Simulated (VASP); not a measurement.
# Mo (Im-3m) in VASP: a series of runs

Runs on Mo. Level: PBE. Tasks: single point.

All numbers are computed with VASP 6.6.1; they aren't measurements. Logs are shortened: lines on timing, memory, paths and dates and some standing lists are left out, and cuts for length are marked.

**1. The cell of the first run**

The structure is cubic, space group Im-3m (No. 229). The conventional cell has a = 3.142 Å, b = 3.142 Å, c = 3.142 Å, α = 90.00°, β = 90.00°, γ = 90.00°. Within 3.6 Å of Mo (site symmetry m-3m) lie 14 Mo at 2.72 to 3.14 Å.

**2. Single point, PBE**

The input, INCAR:

```
PREC = Accurate ; ENCUT = 520
EDIFF = 1E-6 ; ISMEAR = 0
SIGMA = 0.1 ; LREAL = False
LASPH = True ; NELM = 60
ALGO = Normal ; ISIF = 2
LWAVE = False ; LCHARG = False
GGA = PE ; NBANDS = 13
```

The input, KPOINTS:

```
Automatic mesh
0
Gamma
  8 8 8
```

The input, POSCAR:

```
Mo
1.0
   -1.5710000000      1.5710000000      1.5710000000
    1.5710000000     -1.5710000000      1.5710000000
    1.5710000000      1.5710000000     -1.5710000000
Mo
1
Direct
    0.0000000000      0.0000000000      0.0000000000
```

Potentials or basis: VASP PAW PBE potentials, release 64 (Mo_sv).

Launch:

```
$ cat potpaw_PBE.64/Mo_sv/POTCAR > POTCAR
$ mpirun -np 1 vasp_std > vasp.out
```

OUTCAR:

```text
PREC = Accurate
   ENCUT = 520
   EDIFF = 1E-6
   ISMEAR = 0
   LREAL = False
   LASPH = True
   NELM = 60
   ISIF = 2
   GGA = PE

 ion  position               nearest neighbor table
   1  0.000  0.000  0.000-

  LATTYP: Found a body centered cubic cell.
 ALAT       =     3.1420000000

  Lattice vectors:

 A1 = (  -1.5710000000,   1.5710000000,   1.5710000000)
 A2 = (   1.5710000000,  -1.5710000000,   1.5710000000)
 A3 = (   1.5710000000,   1.5710000000,  -1.5710000000)

Analysis of symmetry for initial positions (statically):
=====================================================================
 Subroutine PRICEL returns:
 Original cell was already a primitive cell.

 Routine SETGRP: Setting up the symmetry group for a
 body centered cubic supercell.

 Subroutine GETGRP returns: Found 48 space group operations
 (whereof 48 operations were pure point group operations)
 out of a pool of 48 trial point group operations.

The static configuration has the point symmetry O_h .

Analysis of symmetry for dynamics (positions and initial velocities):
=====================================================================
 Subroutine PRICEL returns:
 Original cell was already a primitive cell.

 Routine SETGRP: Setting up the symmetry group for a
 body centered cubic supercell.

 Subroutine GETGRP returns: Found 48 space group operations
 (whereof 48 operations were pure point group operations)
 out of a pool of 48 trial point group operations.

The dynamic configuration has the point symmetry O_h .

 Subroutine INISYM returns: Found 48 space group operations
 (whereof 48 operations are pure point group operations),
 and found     1 'primitive' translations

----------------------------------------------------------------------------------------

                                     Primitive cell

  volume of cell :      15.5092

  direct lattice vectors                    reciprocal lattice vectors
    -1.571000000  1.571000000  1.571000000     0.000000000  0.318268619  0.318268619
     1.571000000 -1.571000000  1.571000000     0.318268619  0.000000000  0.318268619
     1.571000000  1.571000000 -1.571000000     0.318268619  0.318268619  0.000000000

  length of vectors
     2.721051819  2.721051819  2.721051819     0.450099797  0.450099797  0.450099797

  position of ions in fractional coordinates (direct lattice)
     0.000000000  0.000000000  0.000000000

  ion indices of the primitive-cell ions
   primitive index   ion index
                 1           1

----------------------------------------------------------------------------------------

 KPOINTS: Automatic mesh

Automatic generation of k-mesh.
 Grid dimensions read from file:
 generate k-points for:    8    8    8

 Generating k-lattice:

  Cartesian coordinates                     Fractional coordinates (reciprocal lattice)
     0.000000000  0.039783577  0.039783577     0.125000000  0.000000000  0.000000000
     0.039783577  0.000000000  0.039783577     0.000000000  0.125000000  0.000000000
     0.039783577  0.039783577  0.000000000     0.000000000  0.000000000  0.125000000

  Length of vectors
     0.056262475  0.056262475  0.056262475

  Shift w.r.t. Gamma in fractional coordinates (k-lattice)
     0.000000000  0.000000000  0.000000000

 Subroutine IBZKPT returns following result:
 ===========================================

 Found     29 irreducible k-points:

 Following reciprocal coordinates:
            Coordinates               Weight
  0.000000  0.000000  0.000000      1.000000
  0.125000  0.000000  0.000000     12.000000
  0.250000  0.000000  0.000000     12.000000
  0.375000  0.000000  0.000000     12.000000
  0.500000  0.000000  0.000000      6.000000
  0.125000  0.125000  0.000000     24.000000
[... 16 lines left out ...]
 -0.250000  0.250000  0.250000      6.000000
 -0.375000  0.375000  0.250000     24.000000
 [... further k-points ...]
   k-points           NKPTS =     29   k-points in BZ     NKDIM =     29   number of bands    NBANDS=     13
   number of dos      NEDOS =    301   number of ions     NIONS =      1
   total plane-waves  NPLWV =   8000
   dimension x,y,z NGX =    20 NGY =   20 NGZ =   20
   dimension x,y,z NGXF=    40 NGYF=   40 NGZF=   40
   ions per type =               1
   NGX,Y,Z   is equivalent  to a cutoff of  12.22, 12.22, 12.22 a.u.
   NGXF,Y,Z  is equivalent  to a cutoff of  24.44, 24.44, 24.44 a.u.
 SYSTEM =  unknown system
   PREC   = accura    normal or accurate (medium, high low for compatibility)
   ISTART =      0    job   : 0-new  1-cont  2-samecut
   ICHARG =      2    charge: 1-file 2-atom 10-const
   ISPIN  =      1    spin polarized calculation?
   LNONCOLLINEAR =      F non collinear calculations
   LSORBIT =      F    spin-orbit coupling
   LASPH  =      T    aspherical Exc in radial PAW
   ENCUT  =  520.0 eV  38.22 Ry    6.18 a.u.   5.06  5.06  5.06*2*pi/ulx,y,z
   NELM   =     60;   NELMIN=  2; NELMDL= -5     # of ELM steps
   EDIFF  = 0.1E-05   stopping-criterion for ELM
   LREAL  =      F    real-space projection
   EDIFFG = 0.1E-04   stopping-criterion for IOM
   NSW    =      0    number of steps for IOM
   IBRION =     -1    ionic relax: 0-MD 1-quasi-New 2-CG
   NFREE  =      0    steps in history (QN), initial steepest desc. (CG)
   ISIF   =      2    stress and relaxation
   ISYM   =      2    0-nonsym 1-usesym 2-fastsym
   POTIM  = 0.5000    time-step for ionic-motion
   TEBEG  =    0.0;   TEEND  =   0.0 temperature during run
   PSTRESS=    0.0 pullay stress
   NELECT =      14.0000    total number of electrons
   NUPDOWN=      -1.0000    fix difference up-down
   EMIN   =  10.00;   EMAX   =-10.00  energy-range for DOS
   EFERMI =   0.00;   METHOD = LEGACY
   ISMEAR =     0;   SIGMA  =   0.10  broadening in eV -4-tet -1-fermi 0-gaus
   EFERMI_NEDOS =   21; number of points for ismear=-14 and -15
   IALGO  =     38    algorithm
   IMIX   =      4    mixing-type and parameters
     AMIX     =   0.40;   BMIX     =  1.00
     AMIX_MAG =   1.60;   BMIX_MAG =  1.00
  volume/ion in A,a.u.               =      15.51       104.66
  Fermi-wavevector in a.u.,A,eV,Ry     =   1.582176  2.989878 34.059184  2.503279
  Thomas-Fermi vector in A             =   2.682139
   LORBIT       =      0    0 simple, 1 ext, 2 COOP (PROOUT), +10 PAW based schemes
   GGA     = PE    functional components
   LHFCALC =     F    Hartree Fock is set to
   AEXX    =    0.0000 exact exchange contribution
   IVDW    =     0    specifies the selected vdW correction
   LEPSILON=     F    determine dielectric tensor
   LRPA    =     F    only Hartree local field effects (RPA)
 non-spin polarized calculation
 Gauss-broadening in eV      SIGMA  =   0.10
  energy-cutoff  :      520.00
  volume of cell :       15.51
 maximum number of plane-waves:       429
   NGX = 11   NGY = 11   NGZ = 11

 number of electron      14.0000000 magnetization

 Free energy of the ion-electron system (eV)
  ---------------------------------------------------
  ext. energy  EPLUGINS =         0.00000000
  ---------------------------------------------------
  free energy    TOTEN  =       -10.90888440 eV

  energy without entropy =      -10.90434158  energy(sigma->0) =      -10.90661299

 E-fermi :  12.5996     XC(G=0): -13.4360

 val. band max:       12.5788646685   @ k =  -0.2500   0.2500   0.1250
 cond. band min:      12.7393392977   @ k =   0.3750   0.0000   0.0000
 fundamental gap:      0.1604746291
 Fermi energy:        12.5995692334

 k-point     1 :       0.0000    0.0000    0.0000
  band No.  band energies     occupation
      1     -48.5678      2.00000
      2     -21.8153      2.00000
      3     -21.8153      2.00000
      4     -21.8153      2.00000
      5       5.4587      2.00000
      6      11.3378      2.00000
      7      11.3378      2.00000
      8      11.3378      2.00000
      9      14.3931      0.00000
     10      14.3931      0.00000
     11      27.5642      0.00000
     12      27.5642      0.00000
     13      27.5642      0.00000

 k-point     2 :       0.1250    0.0000    0.0000
  band No.  band energies     occupation
      1     -48.5285      2.00000
      2     -22.0387      2.00000
      3     -21.8843      2.00000
      4     -21.8170      2.00000
      5       6.1241      2.00000
      6      10.9694      2.00000
      7      11.2462      2.00000
      8      11.9850      2.00000
      9      13.9525      0.00000
     10      14.4111      0.00000
     11      27.9874      0.00000
     12      28.7111      0.00000
     13      28.7307      0.00000

 k-point     3 :       0.2500    0.0000    0.0000
  band No.  band energies     occupation
      1     -48.4328      2.00000
      2     -22.5577      2.00000
      3     -22.0479      2.00000
      4     -21.8213      2.00000
      5       7.4340      2.00000
      6      10.1919      2.00000
      7      11.1445      2.00000
      8      13.7810      0.00000
      9      13.8586      0.00000
     10      14.5550      0.00000
     11      27.5668      0.00000
     12      28.9953      0.00000
     13      31.7510      0.00000
[... 305 lines left out ...]
 k-point    23 :      -0.2500    0.2500    0.2500
  band No.  band energies     occupation
      1     -48.3172      2.00000
      2     -22.5854      2.00000
      3     -22.3008      2.00000
      4     -22.3008      2.00000
      5       8.9612      2.00000
      6      10.0075      2.00000
      7      12.0885      2.00000
      8      12.0885      2.00000
      9      13.5923      0.00000
     10      16.1933      0.00000
     11      27.9900      0.00000
     12      31.1206      0.00000
     13      31.4814      0.00000

 k-point    24 :      -0.3750    0.3750    0.2500
  band No.  band energies     occupation
      1     -48.2342      2.00000
      2     -22.8809      2.00000
      3     -22.4733      2.00000
      4     -22.3435      2.00000
      5       8.7395      2.00000
      6       9.3181      2.00000
      7      12.0817      2.00000
      8      12.9262      0.00000
      9      15.6322      0.00000
     10      17.7806      0.00000
     11      26.6323      0.00000
     12      28.6824      0.00000
     13      29.7173      0.00000

 [... further k-points ...]

------------------------ aborting loop because EDIFF is reached ----------------------------------------

  FORCE on cell =-STRESS in cart. coord.  units (eV):
  Direction    XX          YY          ZZ          XY          YZ          ZX
  --------------------------------------------------------------------------------------
  -------------------------------------------------------------------------------------
  Total        0.5732438      0.5732438      0.5732438      0.0000000     -0.0000000      0.0000000
  in kB       59.2190417     59.2190417     59.2190417      0.0000000     -0.0000000      0.0000000
  external PRESSURE =      59.2190417 kB  Pullay stress =       0.0000000 kB

 VOLUME and BASIS-vectors are now :
 -----------------------------------------------------------------------------
  energy-cutoff  :      520.00
  volume of cell :       15.51
      direct lattice vectors                 reciprocal lattice vectors
    -1.571000000  1.571000000  1.571000000     0.000000000  0.318268619  0.318268619
     1.571000000 -1.571000000  1.571000000     0.318268619  0.000000000  0.318268619
     1.571000000  1.571000000 -1.571000000     0.318268619  0.318268619  0.000000000

 POSITION                                       TOTAL-FORCE (eV/Angst)
 -----------------------------------------------------------------------------------
      0.00000      0.00000      0.00000        -0.000000      0.000000     -0.000000
 -----------------------------------------------------------------------------------
    total drift:                                0.000000     -0.000000     -0.000000

  FREE ENERGIE OF THE ION-ELECTRON SYSTEM (eV)
  ---------------------------------------------------
  free  energy   TOTEN  =       -10.9088843962 eV

  energy  without entropy=      -10.9043415836  energy(sigma->0) =      -10.90661299
```

Run time: 5.1 s. Hardware: 1 thread of Intel Xeon Platinum 8259CL at 2.50GHz (Skylake/Cascade Lake), shared host; peak memory 0.12 GiB.

What came out:

| Quantity | Value |
| --- | --- |
| Free energy | -10.9089 eV |
| Pressure | 5.9 GPa |
| Band gap on the k mesh | zero (band 7 reaches 16.74 eV, above the bottom of band 8 at 11.34 eV) |

Levels at points of the mesh, in eV from the Fermi level:
```csv
k point,band 4,band 5,band 6,band 7,band 8,band 9,band 10,band 11
"(0.00, 0.00, 0.00)",-34.41,-7.14,-1.26,-1.26,-1.26,1.79,1.79,14.96
"(0.50, 0.00, 0.00)",-34.43,-5.25,-3.32,1.78,1.83,2.46,4.91,11.89
"(0.50, 0.50, 0.50)",-35.40,-5.38,-5.38,4.14,4.14,4.14,9.25,9.25
```

**3. Single point, PBE**

This run uses another cell than the first one, of 15.78 Å³/atom, 1.018 times its volume.

The input, INCAR:

```
  PREC = Accurate
  ENCUT = 520
  EDIFF = 1E-6
  ISMEAR = 0
  SIGMA = 0.1
  LREAL = False
  LASPH = True
  NELM = 60
  ALGO = Fast
  ISIF = 2
  LWAVE = False
  LCHARG = False
  GGA = PE
  NBANDS = 13
```

The input, KPOINTS:

```
Automatic mesh
0
Gamma
  18 18 18
```

The input, POSCAR:

```
Mo
1.0
   -1.5802194344      1.5802194344      1.5802194344
    1.5802194344     -1.5802194344      1.5802194344
    1.5802194344      1.5802194344     -1.5802194344
Mo
1
Direct
    0.0000000000      0.0000000000      0.0000000000
```

Potentials or basis: VASP PAW PBE potentials, release 64 (Mo_sv).

Launch:

```
$ cat potpaw_PBE.64/Mo_sv/POTCAR > POTCAR
$ mpirun -np 1 vasp_std > vasp.out
```

Run time: 18 s. Hardware: 1 thread of Intel Xeon 6975P-C, shared host; peak memory 0.15 GiB.

It converged, with:

```
Free energy            : -10.9350 eV
Pressure               : 0.5 GPa
Band gap on the k mesh : zero (band 7 reaches 16.36 eV, above the bottom of band 8 at 11.09 eV)
```

Levels at points of the mesh, in eV from the Fermi level:
```tsv
k point	band 5	band 6	band 7	band 8	band 9	band 10
(0.00, 0.00, 0.00)	-7.22	-1.36	-1.36	-1.36	1.63	1.63
(0.50, 0.00, 0.00)	-5.28	-3.37	1.57	1.65	2.27	4.66
(0.50, 0.50, 0.50)	-5.38	-5.38	3.91	3.91	3.91	8.97
```
